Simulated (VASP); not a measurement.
The system is CdSe.

```
CELL_PARAMETERS angstrom
0.00000 3.07027 3.07027
3.07027 0.00000 3.07027
3.07027 3.07027 0.00000
ATOMIC_POSITIONS crystal
Cd 0.00000 0.00000 0.00000
Se 0.25000 0.25000 0.25000
```

- Program: VASP 6.6.1
- Task: relaxation of cell and atoms
- Functional: revPBE
- Potentials or basis: VASP PAW PBE potentials, release 64 (Cd, Se)
- Cutoff: 600 eV
- k mesh: 8 × 8 × 8
- Occupations: fermi-dirac, width 0.05 eV
- Spin: no spin polarisation

At the start: pressure 2.9 GPa; volume 28.94 Å³/atom.

Question: Where does the relaxation end?

Answer: Over 3 steps the energy falls by 15.9 meV/atom and the volume is 30.80 Å³/atom (+6.4 %); space group F-43m (No. 216, to 0.05 Å).

Step by step:
```csv
step,energy change (eV),largest force (eV/Å),pressure (GPa),volume (Å³)
1,0.0000,0.0000,2.91,57.88
2,-0.0305,0.0000,-0.50,62.40
3,-0.0318,0.0000,0.01,61.59
```

Final structure:
```
CELL_PARAMETERS angstrom
0.00000 3.13447 3.13447
3.13447 0.00000 3.13447
3.13447 3.13447 0.00000
ATOMIC_POSITIONS crystal
Cd 0.00000 0.00000 0.00000
Se 0.25000 0.25000 0.25000
```

Caveat: the PAW data sets were made with another functional, which shifts forces and pressure a little.
